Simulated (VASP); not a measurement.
A run of VASP 6.6.1:

Contents of POSCAR:

```
LiSb2Rh
1.0
    3.8510824900      0.0000000000      0.0000000000
   -1.9255417500      3.3351394600      0.0000000000
   -1.9255417500      1.1117128200      6.0784245600
Rh Li Sb
1 1 2
Direct
    0.0000000000      0.0000000000      0.0000000000
    0.5000000000      0.5000000000      0.5000000000
    0.2500000000      0.7500000000      0.7500000000
    0.7500000000      0.2500000000      0.2500000000
```

The input INCAR.step1:

```
PREC     = Accurate       # precision mode
ENCUT    = 520            # plane-wave cutoff, eV
EDIFF    = 1E-7           # SCF threshold, eV
ISMEAR   = -1             # smearing method
SIGMA    = 0.1            # smearing width, eV
LREAL    = False          # projectors in reciprocal space
LASPH    = True           # aspherical terms in the spheres
NELM     = 100            # most SCF steps
ALGO     = Normal         # electronic algorithm
ISIF     = 2              # what is computed and relaxed
LWAVE    = False          # write WAVECAR
LCHARG   = True           # write CHGCAR
LMAXMIX  = 4              # l up to which the mixer works
GGA      = PE             # functional
NBANDS   = 22             # bands
```

Contents of KPOINTS.step1:

```
regular mesh
0
Gamma
  10 10 10
```

INCAR.step2

```
PREC     = Accurate       # precision mode
ENCUT    = 520            # plane-wave cutoff, eV
EDIFF    = 1E-7           # SCF threshold, eV
ISMEAR   = -5             # smearing method
SIGMA    = 0.1            # smearing width, eV
LREAL    = False          # projectors in reciprocal space
LASPH    = True           # aspherical terms in the spheres
NELM     = 100            # most SCF steps
ALGO     = Normal         # electronic algorithm
ISIF     = 2              # what is computed and relaxed
LWAVE    = False          # write WAVECAR
LCHARG   = False          # write CHGCAR
LMAXMIX  = 4              # l up to which the mixer works
GGA      = PE             # functional
LORBIT   = 11             # projections on sites
NEDOS    = 1001           # points of the DOS
ICHARG   = 11             # starting density
```

The input KPOINTS.step2:

```
regular mesh
0
Gamma
  15 15 15
```

Potentials or basis: VASP PAW PBE potentials, release 64 (Rh_pv, Li_sv, Sb).

Launch:

```console
$ cat potpaw_PBE.64/Rh_pv/POTCAR potpaw_PBE.64/Li_sv/POTCAR potpaw_PBE.64/Sb/POTCAR > POTCAR
$ cp INCAR.step1 INCAR
$ cp KPOINTS.step1 KPOINTS
$ mpirun -np 1 vasp_std > vasp.out
$ cp INCAR.step2 INCAR
$ cp KPOINTS.step2 KPOINTS
$ mpirun -np 1 vasp_std > vasp.out
```

Hardware: 1 thread of Intel(R) Xeon(R) Platinum 8124M CPU @ 3.00GHz (Skylake/Cascade Lake) (shared host).

Question: How long does it take, and how much memory?

Answer: Wall time 7.3 min on 1 thread of Intel(R) Xeon(R) Platinum 8124M CPU @ 3.00GHz (Skylake/Cascade Lake) (shared host), peak memory 0.6 GiB. Counts: k points 344.
